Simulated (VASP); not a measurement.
# MgS (F-43m) in VASP: a series of runs, part 2 of 2

VASP 6.6.1. Earlier steps stand in the parts before.

## Step 3: Single point, PBE

This run uses another cell than the first one, of 22.69 Å³/atom, 0.981 times its volume.

Input file INCAR:

```
SYSTEM = MgS
PREC = Accurate ; ENCUT = 520
EDIFF = 1E-6 ; ISMEAR = -1
SIGMA = 0.02 ; LREAL = .False.
LASPH = .True. ; NELM = 100
ALGO = Normal ; ISIF = 2
LWAVE = .False. ; LCHARG = .False.
GGA = PE ; NBANDS = 11
```

Input file KPOINTS:

```
regular mesh
0
Gamma
  8 8 8
  0 0 0
```

Input file POSCAR:

```
MgS
1.0
    0.0000000000      2.8308747667      2.8308747667
    2.8308747667      0.0000000000      2.8308747667
    2.8308747667      2.8308747667      0.0000000000
Mg S
1 1
Direct
    0.0000000000      0.0000000000      0.0000000000
    0.7500000000      0.7500000000      0.7500000000
```

Potentials or basis: VASP PAW PBE potentials, release 64 (Mg, S).

Command:

```bash
cat potpaw_PBE.64/Mg/POTCAR potpaw_PBE.64/S/POTCAR > POTCAR
mpirun -np 1 vasp_std > vasp.out
```

OUTCAR:

```text
SYSTEM = MgS
   PREC = Accurate
   ENCUT = 520
   EDIFF = 1E-6
   ISMEAR = -1
   LREAL = .False.
   LASPH = .True.
   NELM = 100
   ISIF = 2
   GGA = PE

 ion  position               nearest neighbor table
   1  0.000  0.000  0.000-   2 2.45   2 2.45   2 2.45   2 2.45
   2  0.750  0.750  0.750-   1 2.45   1 2.45   1 2.45   1 2.45

  LATTYP: Found a face centered cubic cell.
 ALAT       =     5.6617495334

  Lattice vectors:

 A1 = (   0.0000000000,   2.8308747667,   2.8308747667)
 A2 = (   2.8308747667,   0.0000000000,   2.8308747667)
 A3 = (   2.8308747667,   2.8308747667,   0.0000000000)

Analysis of symmetry for initial positions (statically):
=====================================================================
 Subroutine PRICEL returns:
 Original cell was already a primitive cell.

 Routine SETGRP: Setting up the symmetry group for a
 face centered cubic supercell.

 Subroutine GETGRP returns: Found 24 space group operations
 (whereof 24 operations were pure point group operations)
 out of a pool of 48 trial point group operations.

The static configuration has the point symmetry T_d .

Analysis of symmetry for dynamics (positions and initial velocities):
=====================================================================
 Subroutine PRICEL returns:
 Original cell was already a primitive cell.

 Routine SETGRP: Setting up the symmetry group for a
 face centered cubic supercell.

 Subroutine GETGRP returns: Found 24 space group operations
 (whereof 24 operations were pure point group operations)
 out of a pool of 48 trial point group operations.

The dynamic configuration has the point symmetry T_d .

 Subroutine INISYM returns: Found 24 space group operations
 (whereof 24 operations are pure point group operations),
 and found     1 'primitive' translations

----------------------------------------------------------------------------------------

                                     Primitive cell

  volume of cell :      45.3724

  direct lattice vectors                    reciprocal lattice vectors
     0.000000000  2.830874767  2.830874767    -0.176623850  0.176623850  0.176623850
     2.830874767  0.000000000  2.830874767     0.176623850 -0.176623850  0.176623850
     2.830874767  2.830874767  0.000000000     0.176623850  0.176623850 -0.176623850

  length of vectors
     4.003461488  4.003461488  4.003461488     0.305921482  0.305921482  0.305921482

  position of ions in fractional coordinates (direct lattice)
     0.000000000  0.000000000  0.000000000
     0.750000000  0.750000000  0.750000000

  ion indices of the primitive-cell ions
   primitive index   ion index
                 1           1
                 2           2

----------------------------------------------------------------------------------------

 KPOINTS: regular mesh

Automatic generation of k-mesh.
 Grid dimensions read from file:
 generate k-points for:    8    8    8

 Generating k-lattice:

  Cartesian coordinates                     Fractional coordinates (reciprocal lattice)
    -0.022077981  0.022077981  0.022077981     0.125000000  0.000000000  0.000000000
     0.022077981 -0.022077981  0.022077981     0.000000000  0.125000000  0.000000000
     0.022077981  0.022077981 -0.022077981     0.000000000  0.000000000  0.125000000

  Length of vectors
     0.038240185  0.038240185  0.038240185

  Shift w.r.t. Gamma in fractional coordinates (k-lattice)
     0.000000000  0.000000000  0.000000000

 Subroutine IBZKPT returns following result:
 ===========================================

 Found     29 irreducible k-points:

 Following reciprocal coordinates:
            Coordinates               Weight
  0.000000  0.000000  0.000000      1.000000
  0.125000  0.000000  0.000000      8.000000
  0.250000  0.000000  0.000000      8.000000
  0.375000  0.000000  0.000000      8.000000
  0.500000  0.000000  0.000000      4.000000
  0.125000  0.125000  0.000000      6.000000
[... 16 lines left out ...]
  0.500000  0.250000  0.125000     48.000000
 -0.375000  0.250000  0.125000     24.000000
 [... further k-points ...]
   k-points           NKPTS =     29   k-points in BZ     NKDIM =     29   number of bands    NBANDS=     11
   number of dos      NEDOS =    301   number of ions     NIONS =      2
   total plane-waves  NPLWV =  27000
   dimension x,y,z NGX =    30 NGY =   30 NGZ =   30
   dimension x,y,z NGXF=    60 NGYF=   60 NGZF=   60
   ions per type =               1   1
   NGX,Y,Z   is equivalent  to a cutoff of  12.46, 12.46, 12.46 a.u.
   NGXF,Y,Z  is equivalent  to a cutoff of  24.92, 24.92, 24.92 a.u.
 SYSTEM =  MgS
   PREC   = accura    normal or accurate (medium, high low for compatibility)
   ISTART =      0    job   : 0-new  1-cont  2-samecut
   ICHARG =      2    charge: 1-file 2-atom 10-const
   ISPIN  =      1    spin polarized calculation?
   LNONCOLLINEAR =      F non collinear calculations
   LSORBIT =      F    spin-orbit coupling
   LASPH  =      T    aspherical Exc in radial PAW
   ENCUT  =  520.0 eV  38.22 Ry    6.18 a.u.   7.44  7.44  7.44*2*pi/ulx,y,z
   NELM   =    100;   NELMIN=  2; NELMDL= -5     # of ELM steps
   EDIFF  = 0.1E-05   stopping-criterion for ELM
   LREAL  =      F    real-space projection
   EDIFFG = 0.1E-04   stopping-criterion for IOM
   NSW    =      0    number of steps for IOM
   IBRION =     -1    ionic relax: 0-MD 1-quasi-New 2-CG
   NFREE  =      0    steps in history (QN), initial steepest desc. (CG)
   ISIF   =      2    stress and relaxation
   ISYM   =      2    0-nonsym 1-usesym 2-fastsym
   POTIM  = 0.5000    time-step for ionic-motion
   TEBEG  =    0.0;   TEEND  =   0.0 temperature during run
   PSTRESS=    0.0 pullay stress
   NELECT =       8.0000    total number of electrons
   NUPDOWN=      -1.0000    fix difference up-down
   EMIN   =  10.00;   EMAX   =-10.00  energy-range for DOS
   EFERMI =   0.00;   METHOD = LEGACY
   ISMEAR =    -1;   SIGMA  =   0.02  broadening in eV -4-tet -1-fermi 0-gaus
   EFERMI_NEDOS =   21; number of points for ismear=-14 and -15
   IALGO  =     38    algorithm
   IMIX   =      4    mixing-type and parameters
     AMIX     =   0.40;   BMIX     =  1.00
     AMIX_MAG =   1.60;   BMIX_MAG =  1.00
  volume/ion in A,a.u.               =      22.69       153.09
  Fermi-wavevector in a.u.,A,eV,Ry     =   0.917996  1.734761 11.465859  0.842717
  Thomas-Fermi vector in A             =   2.043028
   LORBIT       =      0    0 simple, 1 ext, 2 COOP (PROOUT), +10 PAW based schemes
   GGA     = PE    functional components
   LHFCALC =     F    Hartree Fock is set to
   AEXX    =    0.0000 exact exchange contribution
   IVDW    =     0    specifies the selected vdW correction
   LEPSILON=     F    determine dielectric tensor
   LRPA    =     F    only Hartree local field effects (RPA)
 non-spin polarized calculation
  energy-cutoff  :      520.00
  volume of cell :       45.37
 maximum number of plane-waves:      1243
 NGX is ok and might be reduce to    30
   NGX = 15   NGY = 15   NGZ = 15

 number of electron       8.0000001 magnetization

 Free energy of the ion-electron system (eV)
  ---------------------------------------------------
  ext. energy  EPLUGINS =         0.00000000
  ---------------------------------------------------
  free energy    TOTEN  =        -8.47066545 eV

  energy without entropy =       -8.47066545  energy(sigma->0) =       -8.47066545

 E-fermi :   1.4987     XC(G=0):  -8.3901

 val. band max:        1.0631234471   @ k =   0.0000   0.0000   0.0000
 cond. band min:       4.5214138549   @ k =   0.0000   0.0000   0.0000
 fundamental gap:      3.4582904078
 Fermi energy:         1.4986666945

 k-point     1 :       0.0000    0.0000    0.0000
  band No.  band energies     occupation
      1     -10.2041      2.00000
      2       1.0631      2.00000
      3       1.0631      2.00000
      4       1.0631      2.00000
      5       4.5214      0.00000
      6       9.0133      0.00000
      7       9.0133      0.00000
      8       9.0133      0.00000
      9      11.8944      0.00000
     10      11.8944      0.00000
     11      14.7873      0.00000
[... 309 lines left out ...]
 k-point    24 :      -0.3750    0.2500    0.1250
  band No.  band energies     occupation
      1      -9.4132      2.00000
      2      -1.7101      2.00000
      3      -0.2304      2.00000
      4       0.4180      2.00000
      5       7.1247      0.00000
      6       7.5581      0.00000
      7       9.8000      0.00000
      8       9.9297      0.00000
      9      12.4615      0.00000
     10      13.9038      0.00000
     11      15.2399      0.00000

 [... further k-points ...]

------------------------ aborting loop because EDIFF is reached ----------------------------------------

  FORCE on cell =-STRESS in cart. coord.  units (eV):
  Direction    XX          YY          ZZ          XY          YZ          ZX
  --------------------------------------------------------------------------------------
  -------------------------------------------------------------------------------------
  Total        0.2641268      0.2641268      0.2641268     -0.0000000     -0.0000000      0.0000000
  in kB        9.3267677      9.3267677      9.3267677     -0.0000000     -0.0000000      0.0000000
  external PRESSURE =       9.3267677 kB  Pullay stress =       0.0000000 kB

 VOLUME and BASIS-vectors are now :
 -----------------------------------------------------------------------------
  energy-cutoff  :      520.00
  volume of cell :       45.37
      direct lattice vectors                 reciprocal lattice vectors
     0.000000000  2.830874767  2.830874767    -0.176623850  0.176623850  0.176623850
     2.830874767  0.000000000  2.830874767     0.176623850 -0.176623850  0.176623850
     2.830874767  2.830874767  0.000000000     0.176623850  0.176623850 -0.176623850

 POSITION                                       TOTAL-FORCE (eV/Angst)
 -----------------------------------------------------------------------------------
      0.00000      0.00000      0.00000        -0.000000     -0.000000     -0.000000
      4.24631      4.24631      4.24631         0.000000      0.000000      0.000000
 -----------------------------------------------------------------------------------
    total drift:                               -0.000000     -0.000000     -0.000000

  FREE ENERGIE OF THE ION-ELECTRON SYSTEM (eV)
  ---------------------------------------------------
  free  energy   TOTEN  =        -8.4706654476 eV

  energy  without entropy=       -8.4706654476  energy(sigma->0) =       -8.47066545
```

OSZICAR:

```text
N       E                     dE             d eps       ncg     rms          rms(c)
DAV:   1     0.240679744564E+02    0.24068E+02   -0.32991E+03   654   0.568E+02
DAV:   2    -0.696260353299E+01   -0.31031E+02   -0.29633E+02   805   0.971E+01
DAV:   3    -0.897084809035E+01   -0.20082E+01   -0.20044E+01   784   0.266E+01
DAV:   4    -0.898786174709E+01   -0.17014E-01   -0.17012E-01   780   0.296E+00
DAV:   5    -0.898805625916E+01   -0.19451E-03   -0.19451E-03   802   0.313E-01    0.404E+00
DAV:   6    -0.849818243045E+01    0.48987E+00   -0.12281E+00   689   0.412E+00    0.310E+00
DAV:   7    -0.846369546402E+01    0.34487E-01   -0.26973E-01   758   0.211E+00    0.242E+00
DAV:   8    -0.847132914456E+01   -0.76337E-02   -0.23485E-02   707   0.924E-01    0.137E+00
DAV:   9    -0.847045078406E+01    0.87836E-03   -0.24086E-03   701   0.243E-01    0.441E-01
DAV:  10    -0.847065886671E+01   -0.20808E-03   -0.67811E-04   707   0.122E-01    0.909E-02
DAV:  11    -0.847066404652E+01   -0.51798E-05   -0.54958E-05   773   0.302E-02    0.553E-02
DAV:  12    -0.847066545880E+01   -0.14123E-05   -0.69495E-06   710   0.130E-02    0.641E-03
DAV:  13    -0.847066544764E+01    0.11154E-07   -0.30472E-07   641   0.279E-03
   1 F= -.84706654E+01 E0= -.84706654E+01  d E =-.327038E-11
```

stdout:

```text
POSCAR found type information on POSCAR MgS
 POSCAR found :  2 types and       2 ions
 scaLAPACK will be used
 LDA part: xc-table for (Slater+PW92), standard interpolation
 POSCAR, INCAR and KPOINTS ok, starting setup
 FFT: planning ... GRIDC
 FFT: planning ... GRID_SOFT
 FFT: planning ... GRID
 WAVECAR not read
 entering main loop
```

Run time: 6.9 s. Hardware: 1 thread of AMD EPYC 9R45 (Zen 5), shared host; peak memory 0.14 GiB.

What came out:

| Quantity | Value |
| --- | --- |
| Free energy | -8.4707 eV |
| Pressure | 0.9 GPa |
| Band gap on the k mesh | 3.46 eV, direct |

A k mesh can miss the band edges.

## Step 4: Single point, LDA

This run uses another cell than the first one, of 22.69 Å³/atom, 0.981 times its volume.

Input file INCAR:

```
SYSTEM = MgS
ALGO     = Normal         ! electronic algorithm
EDIFF    = 1E-6           ! SCF threshold, eV
ENCUT    = 520            ! plane-wave cutoff, eV
ISIF     = 2              ! what is computed and relaxed
ISMEAR   = 0              ! smearing method
LASPH    = .TRUE.         ! aspherical terms in the spheres
LCHARG   = .TRUE.         ! write CHGCAR
LELF     = .TRUE.         ! ELF
LREAL    = .FALSE.        ! projectors in reciprocal space
LVHAR    = .TRUE.       
LWAVE    = .FALSE.        ! write WAVECAR
NBANDS   = 11             ! bands
NELM     = 100            ! most SCF steps
PREC     = Accurate       ! precision mode
SIGMA    = 0.01           ! smearing width, eV
```

Input file KPOINTS:

```
k-points
0
G
  8 8 8
  0 0 0
```

POSCAR is that of step 3.

Potentials or basis: VASP PAW LDA potentials, release 64 (Mg, S).

Command:

```bash
cat potpaw_LDA.64/Mg/POTCAR potpaw_LDA.64/S/POTCAR > POTCAR
mpirun -np 1 vasp_std > vasp.out
```

Wall time 6.2 s (1 thread of AMD EPYC 9R45 (Zen 5), shared host); peak memory 0.12 GiB.

Results (log left out):

```yaml
Free_energy: -9.3798 eV
Pressure: -2.4 GPa
Band_gap_on_the_k_mesh: 3.19 eV, direct
```

Levels at points of the mesh, in eV from the valence-band top:
| k point | band 1 | band 2 | band 3 | band 4 | band 5 | band 6 | band 7 | band 8 | band 9 |
| --- | --- | --- | --- | --- | --- | --- | --- | --- | --- |
| (0.00, 0.00, 0.00) | -11.24 | 0.00 | 0.00 | 0.00 | 3.19 | 7.77 | 7.77 | 7.77 | 10.74 |
| (0.50, 0.00, 0.00) | -10.54 | -3.21 | -0.33 | -0.33 | 4.87 | 7.46 | 7.46 | 8.37 | 12.56 |
| (0.50, 0.50, 0.00) | -10.31 | -2.89 | -1.06 | -1.06 | 3.66 | 5.43 | 10.89 | 12.01 | 12.01 |

A k mesh can miss the band edges.

## Step 5: Summary

```csv
level,potentials or basis,cell,smearing,gap on the mesh (eV),pressure (GPa)
PBE,"VASP PAW PBE potentials, release 64 (Mg, S)","a = 4.029 Å, angles 60.0°, 2 atoms",fermi-dirac 0.02 eV,3.37,-0.1
PBE,"VASP PAW PBE potentials, release 64 (Mg, S)","a = 4.003 Å, angles 60.0°, 2 atoms",fermi-dirac 0.02 eV,3.46,0.9
LDA,"VASP PAW LDA potentials, release 64 (Mg, S)","a = 4.003 Å, angles 60.0°, 2 atoms",gaussian 0.01 eV,3.19,-2.4
```

Alike in all rows: task single point; no spin polarisation; k mesh 8 × 8 × 8; cutoff (eV) 520.

Total energies depend on the potentials used, so only differences within one code and one set of settings carry meaning.
